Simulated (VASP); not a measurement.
# Fe2O3 (R-3c) in VASP: electric field gradients with PBE+U

Aim: the electric field gradients of Fe2O3 with PBE+U.

Program: VASP 6.6.1. These are calculated values, not measurements. Logs are shortened: lines on timing, memory, paths and dates and some standing lists are left out, and cuts for length are marked.

### 1 The cell of the first run

The structure is trigonal, space group R-3c (No. 167). Conventional cell: a = 5.104 Å, b = 5.104 Å, c = 13.942 Å, α = 90.00°, β = 90.00°, γ = 120.00°. Within 2.6 Å of Fe (site symmetry 3) lie 6 O at 1.97 to 2.14 Å. Within 3.1 Å of O (site symmetry 2) lie 4 Fe at 1.97 to 2.14 Å and 12 O at 2.70 to 3.08 Å.

### 2 Electric field gradients, PBE+U, collinear spin, antiferromagnetic start

INCAR

```
  ALGO = Normal
  EDIFF = 1E-8
  ENCUT = 520
  GGA = PE
  ISIF = 2
  ISMEAR = 0
  ISPIN = 2
  LASPH = True
  LCHARG = False
  LDAU = True
  LDAUJ = 0 0
  LDAUL = 2 -1
  LDAUPRINT = 1
  LDAUTYPE = 2
  LDAUU = 4 0
  LEFG = True
  LMAXMIX = 4
  LORBIT = 11
  LREAL = False
  LWAVE = False
  MAGMOM = 4.19 -4.19 4.19 -4.19 0 0 0 0 0 0
  NBANDS = 49
  NELM = 150
  PREC = Accurate
  SIGMA = 0.05
```

KPOINTS

```
k-points
0
Gamma
  4 4 4
```

POSCAR

```
Fe2O3
1.0
    2.5520435564      1.4734230344      4.6474546616
   -2.5520435564      1.4734230344      4.6474546616
    0.0000000000     -2.9468460685      4.6474546617
Fe O
4 6
Direct
    0.3553279754      0.3553279754      0.3553279754
    0.1446720254      0.1446720254      0.1446720254
    0.6446720246      0.6446720246      0.6446720246
    0.8553279746      0.8553279746      0.8553279746
    0.5555685399      0.9444314587      0.2500000014
    0.2500000014      0.5555685399      0.9444314587
    0.9444314587      0.2500000014      0.5555685399
    0.4444314601      0.0555685413      0.7499999986
    0.7499999986      0.4444314601      0.0555685413
    0.0555685413      0.7499999986      0.4444314601
```

Potentials or basis: VASP PAW PBE potentials, release 64 (Fe, O).

Launch:

```bash
cat potpaw_PBE.64/Fe/POTCAR potpaw_PBE.64/O/POTCAR > POTCAR
mpirun -np 1 vasp_std > vasp.out
```

OUTCAR:

```text
EDIFF = 1E-8
   ENCUT = 520
   GGA = PE
   ISIF = 2
   ISMEAR = 0
   ISPIN = 2
   LASPH = True
   LORBIT = 11
   LREAL = False
   NELM = 150
   PREC = Accurate

 ion  position               nearest neighbor table
   1  0.355  0.355  0.355-  10 1.97   8 1.97   9 1.97   5 2.14   7 2.14   6 2.14   2 2.94   3 3.01
                             3 3.01   3 3.01
   2  0.145  0.145  0.145-   9 1.97   8 1.97  10 1.97   5 2.14   6 2.14   7 2.14   1 2.94   4 3.01
                             4 3.01   4 3.01
   3  0.645  0.645  0.645-   7 1.97   5 1.97   6 1.97   8 2.14  10 2.14   9 2.14   4 2.94   1 3.01
                             1 3.01   1 3.01
   4  0.855  0.855  0.855-   6 1.97   5 1.97   7 1.97   8 2.14   9 2.14  10 2.14   3 2.94   2 3.01
                             2 3.01   2 3.01
   5  0.556  0.944  0.250-   3 1.97   4 1.97   2 2.14   1 2.14
   6  0.250  0.556  0.944-   3 1.97   4 1.97   2 2.14   1 2.14
   7  0.944  0.250  0.556-   3 1.97   4 1.97   2 2.14   1 2.14
   8  0.444  0.056  0.750-   1 1.97   2 1.97   4 2.14   3 2.14
   9  0.750  0.444  0.056-   1 1.97   2 1.97   4 2.14   3 2.14
  10  0.056  0.750  0.444-   1 1.97   2 1.97   4 2.14   3 2.14

  LATTYP: Found a trigonal (rhomboedric) cell.
 ALAT       =     5.5029752483
 COS(alpha) =     0.5698588008

  Lattice vectors:

 A1 = (   2.5520435564,   1.4734230344,   4.6474546616)
 A2 = (  -2.5520435564,   1.4734230344,   4.6474546616)
 A3 = (   0.0000000000,  -2.9468460685,   4.6474546617)

Analysis of symmetry for initial positions (statically):
=====================================================================
 Subroutine PRICEL returns:
 Original cell was already a primitive cell.

 Routine SETGRP: Setting up the symmetry group for a
 trigonal (rhombohedral) supercell.

 Subroutine GETGRP returns: Found 12 space group operations
 (whereof  6 operations were pure point group operations)
 out of a pool of 12 trial point group operations.

The static configuration has the point symmetry S_6 .
 The point group associated with its full space group is D_3d.

Analysis of symmetry for dynamics (positions and initial velocities):
=====================================================================
 Subroutine PRICEL returns:
 Original cell was already a primitive cell.

 Routine SETGRP: Setting up the symmetry group for a
 trigonal (rhombohedral) supercell.

 Subroutine GETGRP returns: Found 12 space group operations
 (whereof  6 operations were pure point group operations)
[... 1624 lines left out ...]
      0.99240     -1.47342      5.80932        -0.019789      0.000000     -0.000000
      0.77982      1.59615      5.80932         0.009894     -0.017138      0.000000
     -1.77222     -0.12273      5.80932         0.009894      0.017138     -0.000000
 -----------------------------------------------------------------------------------
    total drift:                               -0.000000     -0.000000      0.000040

  FREE ENERGIE OF THE ION-ELECTRON SYSTEM (eV)
  ---------------------------------------------------
  free  energy   TOTEN  =       -68.6053882349 eV

  energy  without entropy=      -68.6053882349  energy(sigma->0) =      -68.60538823

 Electric field gradients (V/A^2)
---------------------------------------------------------------------
 ion       V_xx      V_yy      V_zz      V_xy      V_xz      V_yz
---------------------------------------------------------------------
   1     -12.173   -12.173    24.346     0.000    -0.000     0.000
   2     -12.173   -12.173    24.346    -0.000     0.000     0.000
   3     -12.173   -12.173    24.346     0.000    -0.000     0.000
   4     -12.173   -12.173    24.346    -0.000     0.000     0.000
   5       8.693    -7.468    -1.224    -0.000    -0.000   -35.796
   6      -3.428     4.653    -1.224    -6.998    31.001    17.898
   7      -3.428     4.653    -1.224     6.998   -31.001    17.898
   8       8.693    -7.468    -1.224    -0.000     0.000   -35.796
   9      -3.428     4.653    -1.224    -6.998    31.001    17.898
  10      -3.428     4.653    -1.224     6.998   -31.001    17.898
---------------------------------------------------------------------

 Electric field gradients after diagonalization (V/A^2)
 (convention: |V_zz| > |V_xx| > |V_yy|)
----------------------------------------------------------------------
 ion       V_xx      V_yy      V_zz     asymmetry (V_yy - V_xx)/ V_zz
----------------------------------------------------------------------
   1     -12.173   -12.173    24.346       0.000
   2     -12.173   -12.173    24.346       0.000
   3     -12.173   -12.173    24.346       0.000
   4     -12.173   -12.173    24.346       0.000
   5      31.586     8.693   -40.279       0.568
   6      31.586     8.693   -40.279       0.568
   7      31.586     8.693   -40.279       0.568
   8      31.586     8.693   -40.279       0.568
   9      31.586     8.693   -40.279       0.568
  10      31.586     8.693   -40.279       0.568
----------------------------------------------------------------------

           NMR quadrupolar parameters

 Cq : quadrupolar parameter    Cq=e*Q*V_zz/h
 eta: asymmetry parameters     (V_yy - V_xx)/ V_zz
 Q  : nuclear electric quadrupole moment in mb (millibarn)
----------------------------------------------------------------------
 ion       Cq(MHz)       eta       Q (mb)
----------------------------------------------------------------------
   1       0.059       0.000       1.000
   2       0.059       0.000       1.000
   3       0.059       0.000       1.000
   4       0.059       0.000       1.000
   5      -0.097       0.568       1.000
   6      -0.097       0.568       1.000
   7      -0.097       0.568       1.000
   8      -0.097       0.568       1.000
   9      -0.097       0.568       1.000
  10      -0.097       0.568       1.000
----------------------------------------------------------------------

 total charge

# of ion       s       p       d       tot
------------------------------------------
    1        0.366   0.510   5.810   6.687
    2        0.366   0.510   5.810   6.687
    3        0.366   0.510   5.810   6.687
    4        0.366   0.510   5.810   6.687
    5        1.563   3.453   0.000   5.016
    6        1.563   3.453   0.000   5.016
    7        1.563   3.453   0.000   5.016
    8        1.563   3.453   0.000   5.016
    9        1.563   3.453   0.000   5.016
   10        1.563   3.453   0.000   5.016
--------------------------------------------------
tot         10.844  22.757  23.242  56.843

 magnetization (x)

# of ion       s       p       d       tot
------------------------------------------
    1        0.013   0.016   4.136   4.164
    2       -0.013  -0.016  -4.136  -4.164
    3        0.013   0.016   4.136   4.164
    4       -0.013  -0.016  -4.136  -4.164
    5        0.000   0.000   0.000   0.000
    6        0.000   0.000   0.000   0.000
    7        0.000   0.000   0.000   0.000
    8        0.000   0.000   0.000   0.000
    9        0.000   0.000   0.000   0.000
   10        0.000   0.000   0.000   0.000
--------------------------------------------------
tot          0.000   0.000  -0.000  -0.000
```

stdout:

```text
POSCAR found type information on POSCAR FeO
 POSCAR found :  2 types and      10 ions
 scaLAPACK will be used
 LDA part: xc-table for (Slater+PW92), standard interpolation
 POSCAR, INCAR and KPOINTS ok, starting setup
 FFT: planning ... GRIDC
 FFT: planning ... GRID_SOFT
 FFT: planning ... GRID
 WAVECAR not read
 entering main loop
ion   1

ion   2

ion   3

ion   4

ion   5

ion   6
     0.0000293     2.2084769    -4.8363169     0.0125514    -8.3767466     1.2750647
     0.0000403     2.2084769    -4.8363169     0.0125514    -8.3767466     1.2750647
     0.0000555     2.2084768    -4.8363168     0.0125514    -8.3767465     1.2750647
     0.0000765     2.2084768    -4.8363167     0.0125514    -8.3767462     1.2750647
[... 30 lines left out ...]
ion  10
     0.0000293    -2.2084769    -4.8363169     0.0125514     8.3767466     1.2750647
     0.0000403    -2.2084769    -4.8363169     0.0125514     8.3767466     1.2750647
     0.0000555    -2.2084768    -4.8363168     0.0125514     8.3767465     1.2750647
     0.0000765    -2.2084768    -4.8363167     0.0125514     8.3767462     1.2750647

     0.0000293    -6.4592913   -15.5658582     0.6085596    26.9608572     3.7292735
     0.0000403    -6.4592902   -15.5658554     0.6085595    26.9608525     3.7292729
     0.0000555    -6.4592883   -15.5658508     0.6085592    26.9608444     3.7292719
     0.0000765    -6.4592853   -15.5658430     0.6085588    26.9608309     3.7292701
```

Wall time 4.9 min (1 thread of AMD EPYC 7R43 (Zen 3), shared host); peak memory 0.32 GiB.

What came out:

```
Free energy                                           : -68.6054 eV
Pressure                                              : -3.5 GPa
Largest force                                         : 0.129 eV/Å
Band gap on the k mesh                                : 2.18 eV (least direct gap 2.23 eV)
Net moment                                            : 0.00 μB per cell
Site moments                                          : Fe +4.16, -4.16 (each value once); O +0.00 μB
Largest electric field gradient by atom               : Fe +24.3; O -40.3 V/Å²
Valence electrons inside the program's atomic spheres : Fe 6.69; O 5.02
```

Forces in eV/Å, atoms in the order of the input:
```
Fe   0.000  0.000 -0.129
Fe   0.000  0.000  0.129
Fe   0.000  0.000  0.129
Fe   0.000  0.000 -0.129
O    0.020  0.000  0.000
O   -0.010  0.017  0.000
O   -0.010 -0.017  0.000
O   -0.020  0.000  0.000
O    0.010 -0.017  0.000
O    0.010  0.017  0.000
```

Levels at points of the mesh, in eV from the valence-band top:
Spin up:
| k point | band 32 | band 33 | band 34 | band 35 | band 36 | band 37 |
| --- | --- | --- | --- | --- | --- | --- |
| (0.00, 0.00, 0.00) | -0.35 | -0.27 | -0.27 | 2.40 | 2.59 | 2.59 |
| (0.50, 0.00, 0.00) | -0.70 | -0.33 | -0.14 | 2.23 | 2.29 | 2.56 |
| (0.50, 0.50, 0.00) | -0.87 | -0.47 | -0.26 | 2.18 | 2.42 | 2.58 |
| (0.50, 0.50, 0.50) | -0.62 | -0.16 | -0.16 | 2.48 | 2.48 | 2.53 |
Spin down:
```csv
k point,band 32,band 33,band 34,band 35,band 36,band 37
"(0.00, 0.00, 0.00)",-0.35,-0.27,-0.27,2.40,2.59,2.59
"(0.50, 0.00, 0.00)",-0.70,-0.33,-0.14,2.23,2.29,2.56
"(0.50, 0.50, 0.00)",-0.87,-0.47,-0.26,2.18,2.42,2.58
"(0.50, 0.50, 0.50)",-0.62,-0.16,-0.16,2.48,2.48,2.53
```

Electric field gradients, principal values (V/Å²):
| atom | least | middle | greatest (by size) |
| --- | --- | --- | --- |
| 1 Fe | -12.173 | -12.173 | 24.346 |
| 2 Fe | -12.173 | -12.173 | 24.346 |
| 3 Fe | -12.173 | -12.173 | 24.346 |
| 4 Fe | -12.173 | -12.173 | 24.346 |
| 5 O | 8.693 | 31.586 | -40.279 |
| 6 O | 8.693 | 31.586 | -40.279 |
| 7 O | 8.693 | 31.586 | -40.279 |
| 8 O | 8.693 | 31.586 | -40.279 |
| 9 O | 8.693 | 31.586 | -40.279 |
| 10 O | 8.693 | 31.586 | -40.279 |

Eigenvalues of the final occupation matrices:
```
    site  spin  trace               eigenvalues
site 1 d     1   4.99  0.98 0.98 0.98 1.03 1.03
site 1 d     2   0.85  0.09 0.09 0.09 0.29 0.29
site 2 d     1   0.85  0.09 0.09 0.09 0.29 0.29
site 2 d     2   4.99  0.98 0.98 0.98 1.03 1.03
site 3 d     1   4.99  0.98 0.98 0.98 1.03 1.03
site 3 d     2   0.85  0.09 0.09 0.09 0.29 0.29
site 4 d     1   0.85  0.09 0.09 0.09 0.29 0.29
site 4 d     2   4.99  0.98 0.98 0.98 1.03 1.03
```

Caveat: the cell stands under tension; without QUAD_EFG the Cq values of the log hold for a quadrupole moment of 1 mb, not for the nuclei.
